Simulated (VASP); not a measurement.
# C (P6_3/mmc) in VASP: further runs

Runs on C. Level: r2SCAN. Tasks: single point.

Program: VASP 6.6.1. These are calculated values, not measurements. Logs are shortened: lines on timing, memory, paths and dates and some standing lists are left out, and cuts for length are marked.

## (1) The cell of the first run

It takes space group P6_3/mmc (No. 194, hexagonal). The conventional cell has a = 2.455 Å, b = 2.455 Å, c = 4.127 Å, α = 90.00°, β = 90.00°, γ = 120.00°. Within 2.0 Å of C (site symmetry 3m) lie 4 C at 1.51 to 1.54 Å.

## (2) Single point, r2SCAN (strained cell)

File POSCAR:

```
C
1.0
    2.4551039511      0.0000000000      0.0000000000
   -1.2275519756      2.1261823906      0.0000000000
    0.0000000000      0.0000000000      4.1271665148
C
4
Direct
    0.3333333333      0.6666666667     -0.0000210137
    0.6666666667      0.3333333333      0.4999789863
    0.3333333333      0.6666666667      0.3740210137
    0.6666666667      0.3333333333      0.8740210137
```

File INCAR.step1:

```
SYSTEM = C
PREC = Accurate ; ENCUT = 520
ISMEAR = 0 ; SIGMA = 0.02
LREAL = .FALSE. ; LASPH = .TRUE.
NELM = 100 ; NBANDS = 16
GGA = PE ; ALGO = Normal
EDIFF = 1E-4 ; LWAVE = .TRUE.
LCHARG = .FALSE.
```

File INCAR.step2:

```
SYSTEM = C
PREC = Accurate ; ENCUT = 520
EDIFF = 1E-7 ; ISMEAR = 0
SIGMA = 0.02 ; LREAL = .FALSE.
LASPH = .TRUE. ; NELM = 100
ALGO = Normal ; ISIF = 2
LWAVE = .FALSE. ; LCHARG = .FALSE.
METAGGA = R2SCAN ; LMIXTAU = .TRUE.
NBANDS = 16 ; ISTART = 1
```

File KPOINTS:

```
Automatic mesh
0
G
  9 9 6
  0 0 0
```

Potentials or basis: VASP PAW PBE potentials, release 64 (C).

Command:

```sh
$ cat potpaw_PBE.64/C/POTCAR > POTCAR
$ cp INCAR.step1 INCAR
$ mpirun -np 1 vasp_std > vasp.out
$ cp INCAR.step2 INCAR
$ mpirun -np 1 vasp_std > vasp.out
```

OUTCAR:

```text
SYSTEM = C
   PREC = Accurate
   ENCUT = 520
   EDIFF = 1E-7
   ISMEAR = 0
   LREAL = .FALSE.
   LASPH = .TRUE.
   NELM = 100
   ISIF = 2
   METAGGA = R2SCAN
   ISTART = 1

 ion  position               nearest neighbor table
   1  0.333  0.667  1.000-   4 1.51   4 1.51   4 1.51   3 1.54
   2  0.667  0.333  0.500-   3 1.51   3 1.51   3 1.51   4 1.54
   3  0.333  0.667  0.374-   2 1.51   2 1.51   2 1.51   1 1.54
   4  0.667  0.333  0.874-   1 1.51   1 1.51   1 1.51   2 1.54

  LATTYP: Found a hexagonal cell.
 ALAT       =     2.4551039511
 C/A-ratio  =     1.6810557097

  Lattice vectors:

 A1 = (   2.4551039511,   0.0000000000,   0.0000000000)
 A2 = (  -1.2275519756,   2.1261823906,   0.0000000000)
 A3 = (   0.0000000000,   0.0000000000,   4.1271665148)

Analysis of symmetry for initial positions (statically):
=====================================================================
 Subroutine PRICEL returns:
 Original cell was already a primitive cell.

 Routine SETGRP: Setting up the symmetry group for a
 hexagonal supercell.

 Subroutine GETGRP returns: Found 24 space group operations
 (whereof  6 operations were pure point group operations)
 out of a pool of 24 trial point group operations.

The static configuration has the point symmetry C_3v.
 The point group associated with its full space group is D_6h.

Analysis of symmetry for dynamics (positions and initial velocities):
=====================================================================
 Subroutine PRICEL returns:
 Original cell was already a primitive cell.

 Routine SETGRP: Setting up the symmetry group for a
 hexagonal supercell.

 Subroutine GETGRP returns: Found 24 space group operations
 (whereof  6 operations were pure point group operations)
 out of a pool of 24 trial point group operations.

The dynamic configuration has the point symmetry C_3v.
 The point group associated with its full space group is D_6h.

 Subroutine INISYM returns: Found 24 space group operations
 (whereof  6 operations are pure point group operations),
 and found     1 'primitive' translations

----------------------------------------------------------------------------------------

                                     Primitive cell

  volume of cell :      21.5438

  direct lattice vectors                    reciprocal lattice vectors
     2.455103951  0.000000000  0.000000000     0.407314729  0.235163268  0.000000000
    -1.227551976  2.126182391  0.000000000     0.000000000  0.470326537  0.000000000
     0.000000000  0.000000000  4.127166515     0.000000000  0.000000000  0.242296984

  length of vectors
     2.455103951  2.455103951  4.127166515     0.470326537  0.470326537  0.242296984

  position of ions in fractional coordinates (direct lattice)
     0.333333333  0.666666667  0.999978986
     0.666666667  0.333333333  0.499978986
     0.333333333  0.666666667  0.374021014
     0.666666667  0.333333333  0.874021014

  ion indices of the primitive-cell ions
   primitive index   ion index
                 1           1
                 2           2
                 3           3
                 4           4

----------------------------------------------------------------------------------------

 KPOINTS: Automatic mesh

Automatic generation of k-mesh.
 Grid dimensions read from file:
 generate k-points for:    9    9    6

 Generating k-lattice:

  Cartesian coordinates                     Fractional coordinates (reciprocal lattice)
     0.045257192  0.026129252  0.000000000     0.111111111 -0.000000000  0.000000000
     0.000000000  0.052258504  0.000000000     0.000000000  0.111111111  0.000000000
     0.000000000  0.000000000  0.040382831     0.000000000  0.000000000  0.166666667

  Length of vectors
     0.052258504  0.052258504  0.040382831

  Shift w.r.t. Gamma in fractional coordinates (k-lattice)
     0.000000000  0.000000000  0.000000000

 Subroutine IBZKPT returns following result:
 ===========================================

 Found     48 irreducible k-points:

 Following reciprocal coordinates:
            Coordinates               Weight
  0.000000  0.000000  0.000000      1.000000
  0.111111  0.000000  0.000000      6.000000
  0.222222  0.000000  0.000000      6.000000
  0.333333  0.000000  0.000000      6.000000
  0.444444  0.000000  0.000000      6.000000
  0.111111  0.111111  0.000000      6.000000
[... 16 lines left out ...]
  0.333333  0.222222  0.166667     24.000000
  0.333333  0.333333  0.166667      4.000000
 [... further k-points ...]
   k-points           NKPTS =     48   k-points in BZ     NKDIM =     48   number of bands    NBANDS=     16
   number of dos      NEDOS =    301   number of ions     NIONS =      4
   total plane-waves  NPLWV =  10368
   dimension x,y,z NGX =    18 NGY =   18 NGZ =   32
   dimension x,y,z NGXF=    36 NGYF=   36 NGZF=   64
   ions per type =               4
   NGX,Y,Z   is equivalent  to a cutoff of  12.19, 12.19, 12.89 a.u.
   NGXF,Y,Z  is equivalent  to a cutoff of  24.38, 24.38, 25.78 a.u.
 SYSTEM =  C
   PREC   = accura    normal or accurate (medium, high low for compatibility)
   ISTART =      1    job   : 0-new  1-cont  2-samecut
   ICHARG =      0    charge: 1-file 2-atom 10-const
   ISPIN  =      1    spin polarized calculation?
   LNONCOLLINEAR =      F non collinear calculations
   LSORBIT =      F    spin-orbit coupling
   LASPH  =      T    aspherical Exc in radial PAW
   ENCUT  =  520.0 eV  38.22 Ry    6.18 a.u.   4.56  4.56  7.67*2*pi/ulx,y,z
   NELM   =    100;   NELMIN=  2; NELMDL=  0     # of ELM steps
   EDIFF  = 0.1E-06   stopping-criterion for ELM
   LREAL  =      F    real-space projection
   EDIFFG = 0.1E-05   stopping-criterion for IOM
   NSW    =      0    number of steps for IOM
   IBRION =     -1    ionic relax: 0-MD 1-quasi-New 2-CG
   NFREE  =      0    steps in history (QN), initial steepest desc. (CG)
   ISIF   =      2    stress and relaxation
   ISYM   =      2    0-nonsym 1-usesym 2-fastsym
   POTIM  = 0.5000    time-step for ionic-motion
   TEBEG  =    0.0;   TEEND  =   0.0 temperature during run
   PSTRESS=    0.0 pullay stress
   NELECT =      16.0000    total number of electrons
   NUPDOWN=      -1.0000    fix difference up-down
   EMIN   =  10.00;   EMAX   =-10.00  energy-range for DOS
   EFERMI =   0.00;   METHOD = LEGACY
   ISMEAR =     0;   SIGMA  =   0.02  broadening in eV -4-tet -1-fermi 0-gaus
   EFERMI_NEDOS =   21; number of points for ismear=-14 and -15
   IALGO  =     38    algorithm
   IMIX   =      4    mixing-type and parameters
     AMIX     =   0.40;   BMIX     =  1.00
     AMIX_MAG =   1.60;   BMIX_MAG =  1.00
  volume/ion in A,a.u.               =       5.39        36.35
  Fermi-wavevector in a.u.,A,eV,Ry     =   1.482543  2.801600 29.904713  2.197934
  Thomas-Fermi vector in A             =   2.596316
   LORBIT       =      0    0 simple, 1 ext, 2 COOP (PROOUT), +10 PAW based schemes
   METAGGA = R2SCAN    functional components
   LHFCALC =     F    Hartree Fock is set to
   AEXX    =    0.0000 exact exchange contribution
   IVDW    =     0    specifies the selected vdW correction
   LEPSILON=     F    determine dielectric tensor
   LRPA    =     F    only Hartree local field effects (RPA)
 non-spin polarized calculation
 Gauss-broadening in eV      SIGMA  =   0.02
  energy-cutoff  :      520.00
  volume of cell :       21.54
 maximum number of plane-waves:       594
   NGX =  9   NGY =  9   NGZ = 15

 number of electron      15.9999996 magnetization

 Free energy of the ion-electron system (eV)
  ---------------------------------------------------
  ext. energy  EPLUGINS =         0.00000000
  ---------------------------------------------------
  free energy    TOTEN  =       -39.11031764 eV

  energy without entropy =      -39.11031764  energy(sigma->0) =      -39.11031764

 E-fermi :  11.0066     XC(G=0): -14.5380

 val. band max:       10.8173638305   @ k =   0.0000   0.0000   0.0000
 cond. band min:      14.1562965041   @ k =   0.3333   0.3333   0.0000
 fundamental gap:      3.3389326736
 Fermi energy:        11.0066412407

 k-point     1 :       0.0000    0.0000    0.0000
  band No.  band energies     occupation
      1     -12.9684      2.00000
      2      -7.0766      2.00000
      3      -4.1909      2.00000
      4       7.4732      2.00000
      5       7.4732      2.00000
      6      10.2208      2.00000
[... 8 lines left out ...]
     15      26.8232      0.00000
     16      30.3611      0.00000

 k-point     2 :       0.1111    0.0000    0.0000
  band No.  band energies     occupation
      1     -12.6341      2.00000
      2      -6.7734      2.00000
      3      -3.8792      2.00000
      4       5.8834      2.00000
      5       6.8017      2.00000
      6       9.4371      2.00000
[... 8 lines left out ...]
     15      27.2202      0.00000
     16      28.5444      0.00000

 k-point     3 :       0.2222    0.0000    0.0000
  band No.  band energies     occupation
      1     -11.6384      2.00000
      2      -5.8689      2.00000
      3      -2.9890      2.00000
      4       2.5859      2.00000
      5       5.5025      2.00000
      6       6.5605      2.00000
[... 8 lines left out ...]
     15      26.6133      0.00000
     16      28.1041      0.00000

 k-point     4 :       0.3333    0.0000    0.0000
  band No.  band energies     occupation
      1     -10.0112      2.00000
      2      -4.3846      2.00000
      3      -2.0946      2.00000
      4      -0.4534      2.00000
      5       3.4024      2.00000
      6       4.3876      2.00000
[... 8 lines left out ...]
     15      27.3084      0.00000
     16      28.8444      0.00000
[... 324 lines left out ...]
 k-point    22 :       0.2222    0.2222    0.1667
  band No.  band energies     occupation
      1      -8.8632      2.00000
      2      -4.5696      2.00000
      3      -1.4742      2.00000
      4       1.1245      2.00000
      5       1.3862      2.00000
      6       2.5639      2.00000
[... 8 lines left out ...]
     15      25.7280      0.00000
     16      28.3468      0.00000

 k-point    23 :       0.3333    0.2222    0.1667
  band No.  band energies     occupation
      1      -6.8102      2.00000
      2      -3.8757      2.00000
      3      -2.4593      2.00000
      4       0.0600      2.00000
      5       0.3971      2.00000
      6       2.4970      2.00000
[... 8 lines left out ...]
     15      27.4464      0.00000
     16      29.0384      0.00000

 k-point    24 :       0.3333    0.3333    0.1667
  band No.  band energies     occupation
      1      -4.9835      2.00000
      2      -4.9835      2.00000
      3      -1.2079      2.00000
      4      -0.7806      2.00000
      5      -0.7806      2.00000
      6       2.4652      2.00000
[... 8 lines left out ...]
     15      28.1304      0.00000
     16      28.1304      0.00000

 [... further k-points ...]

------------------------ aborting loop because EDIFF is reached ----------------------------------------

  FORCE on cell =-STRESS in cart. coord.  units (eV):
  Direction    XX          YY          ZZ          XY          YZ          ZX
  --------------------------------------------------------------------------------------
  -------------------------------------------------------------------------------------
  Total        4.0257453      4.0257453      2.1929249     -0.0000000     -0.0000000      0.0000000
  in kB      299.3880624    299.3880624    163.0842254     -0.0000000     -0.0000000      0.0000000
  external PRESSURE =     253.9534501 kB  Pullay stress =       0.0000000 kB

 VOLUME and BASIS-vectors are now :
 -----------------------------------------------------------------------------
  energy-cutoff  :      520.00
  volume of cell :       21.54
      direct lattice vectors                 reciprocal lattice vectors
     2.455103951  0.000000000  0.000000000     0.407314729  0.235163268  0.000000000
    -1.227551976  2.126182391  0.000000000     0.000000000  0.470326537  0.000000000
     0.000000000  0.000000000  4.127166515     0.000000000  0.000000000  0.242296984

 POSITION                                       TOTAL-FORCE (eV/Angst)
 -----------------------------------------------------------------------------------
     -0.00000      1.41745      4.12708        -0.000000      0.000000      0.014580
      1.22755      0.70873      2.06350         0.000000     -0.000000      0.014580
     -0.00000      1.41745      1.54365        -0.000000      0.000000     -0.014580
      1.22755      0.70873      3.60723         0.000000     -0.000000     -0.014580
 -----------------------------------------------------------------------------------
    total drift:                               -0.000000      0.000000     -0.000007

  FREE ENERGIE OF THE ION-ELECTRON SYSTEM (eV)
  ---------------------------------------------------
  free  energy   TOTEN  =       -39.1103176425 eV

  energy  without entropy=      -39.1103176425  energy(sigma->0) =      -39.11031764
```

Wall time 31 s (1 thread of Intel Xeon 6975P-C (Granite Rapids), shared host); peak memory 0.12 GiB.

Results:

| Property | Result |
| --- | --- |
| Free energy | -39.1103 eV |
| Pressure | 25.4 GPa |
| Largest force | 0.015 eV/Å |
| Band gap on the k mesh | 3.34 eV, indirect (least direct gap 5.37 eV) |

Forces on the atoms (eV/Å):
```
C    0.000  0.000  0.015
C    0.000  0.000  0.015
C    0.000  0.000 -0.015
C    0.000  0.000 -0.015
```

Caveat: the cell differs from its parent crystal (strained cell); the PAW data sets were made with another functional, which shifts forces and pressure a little. A k mesh can miss the band edges.

## (3) Single point, r2SCAN (strained cell)

File POSCAR:

```
C
1.0
    2.5094381924      0.0000000000      0.0000000000
   -1.2547190962      2.1732372239      0.0000000000
    0.0000000000      0.0000000000      4.1271665148
C
4
Direct
    0.3333333333      0.6666666667     -0.0002690400
    0.6666666667      0.3333333333      0.4997309600
    0.3333333333      0.6666666667      0.3742690400
    0.6666666667      0.3333333333      0.8742690400
```

INCAR.step1, as its differences from that of step 2:

```diff
@@ -4,3 +4,3 @@
 LREAL = .FALSE. ; LASPH = .TRUE.
-NELM = 100 ; NBANDS = 16
+NELM = 80 ; NBANDS = 16
 GGA = PE ; ALGO = Normal
```

File INCAR.step2:

```
SYSTEM = C
PREC = Accurate ; ENCUT = 520
EDIFF = 1E-6 ; ISMEAR = 0
SIGMA = 0.02 ; LREAL = .FALSE.
LASPH = .TRUE. ; NELM = 80
ALGO = Normal ; ISIF = 2
LWAVE = .FALSE. ; LCHARG = .TRUE.
METAGGA = R2SCAN ; LMIXTAU = .TRUE.
LELF = .TRUE. ; LVHAR = .TRUE.
NBANDS = 16 ; ISTART = 1
```

KPOINTS is that of step 2.

Potentials or basis: VASP PAW PBE potentials, release 64 (C).

Command:

```sh
$ cat potpaw_PBE.64/C/POTCAR > POTCAR
$ cp INCAR.step1 INCAR
$ mpirun -np 1 vasp_std > vasp.out
$ cp INCAR.step2 INCAR
$ mpirun -np 1 vasp_std > vasp.out
```

OUTCAR:

```text
SYSTEM = C
   PREC = Accurate
   ENCUT = 520
   EDIFF = 1E-6
   ISMEAR = 0
   LREAL = .FALSE.
   LASPH = .TRUE.
   NELM = 80
   ISIF = 2
   METAGGA = R2SCAN
   ISTART = 1

 ion  position               nearest neighbor table
   1  0.333  0.667  1.000-   4 1.54   4 1.54   4 1.54   3 1.55
   2  0.667  0.333  0.500-   3 1.54   3 1.54   3 1.54   4 1.55
   3  0.333  0.667  0.374-   2 1.54   2 1.54   2 1.54   1 1.55
   4  0.667  0.333  0.874-   1 1.54   1 1.54   1 1.54   2 1.55
[... 658 lines left out ...]

  FORCE on cell =-STRESS in cart. coord.  units (eV):
  Direction    XX          YY          ZZ          XY          YZ          ZX
  --------------------------------------------------------------------------------------
  -------------------------------------------------------------------------------------
  Total       -0.3056801     -0.3056801      2.1138341      0.0000000     -0.0000000      0.0000000
  in kB      -21.7591622    -21.7591622    150.4685897      0.0000000     -0.0000000      0.0000000
  external PRESSURE =      35.6500884 kB  Pullay stress =       0.0000000 kB

 VOLUME and BASIS-vectors are now :
 -----------------------------------------------------------------------------
  energy-cutoff  :      520.00
  volume of cell :       22.51
      direct lattice vectors                 reciprocal lattice vectors
     2.509438192  0.000000000  0.000000000     0.398495569  0.230071524  0.000000000
    -1.254719096  2.173237224  0.000000000     0.000000000  0.460143048  0.000000000
     0.000000000  0.000000000  4.127166515     0.000000000  0.000000000  0.242296984

 POSITION                                       TOTAL-FORCE (eV/Angst)
 -----------------------------------------------------------------------------------
     -0.00000      1.44882      4.12606         0.000000      0.000000      0.002593
      1.25472      0.72441      2.06247        -0.000000      0.000000      0.002593
     -0.00000      1.44882      1.54467         0.000000     -0.000000     -0.002593
      1.25472      0.72441      3.60825        -0.000000     -0.000000     -0.002593
 -----------------------------------------------------------------------------------
    total drift:                               -0.000000      0.000000      0.000001

  FREE ENERGIE OF THE ION-ELECTRON SYSTEM (eV)
  ---------------------------------------------------
  free  energy   TOTEN  =       -39.1923409104 eV

  energy  without entropy=      -39.1923409104  energy(sigma->0) =      -39.19234091
```

OSZICAR.step1:

```text
N       E                     dE             d eps       ncg     rms          rms(c)
DAV:   1     0.221985524638E+02    0.22199E+02   -0.83460E+03  1536   0.972E+02
DAV:   2    -0.357283471066E+02   -0.57927E+02   -0.53490E+02  2192   0.187E+02
DAV:   3    -0.375703213931E+02   -0.18420E+01   -0.18367E+01  1904   0.289E+01
DAV:   4    -0.375769705443E+02   -0.66492E-02   -0.66486E-02  1944   0.218E+00
DAV:   5    -0.375770063679E+02   -0.35824E-04   -0.35821E-04  1856   0.136E-01    0.793E+00
DAV:   6    -0.365875388864E+02    0.98947E+00   -0.60245E-01  1808   0.491E+00    0.474E+00
DAV:   7    -0.362525083060E+02    0.33503E+00   -0.69603E-01  1920   0.548E+00    0.106E+00
DAV:   8    -0.362553334992E+02   -0.28252E-02   -0.14060E-02  1728   0.780E-01    0.622E-02
DAV:   9    -0.362554274882E+02   -0.93989E-04   -0.17172E-04  1872   0.994E-02
   1 F= -.36255427E+02 E0= -.36255427E+02  d E =-.100666E-25
```

Wall time 34 s (1 thread of Intel Xeon 6975P-C (Granite Rapids), shared host); peak memory 0.13 GiB.

What came out:

| Item | Value |
| --- | --- |
| Free energy | -39.1923 eV |
| Pressure | 3.6 GPa |
| Band gap on the k mesh | 3.55 eV, indirect (least direct gap 5.03 eV) |

Forces on the atoms (eV/Å):
```
C    0.000  0.000  0.003
C    0.000  0.000  0.003
C    0.000  0.000 -0.003
C    0.000  0.000 -0.003
```

Caveat: the cell differs from its parent crystal (strained cell); the PAW data sets were made with another functional, which shifts forces and pressure a little.
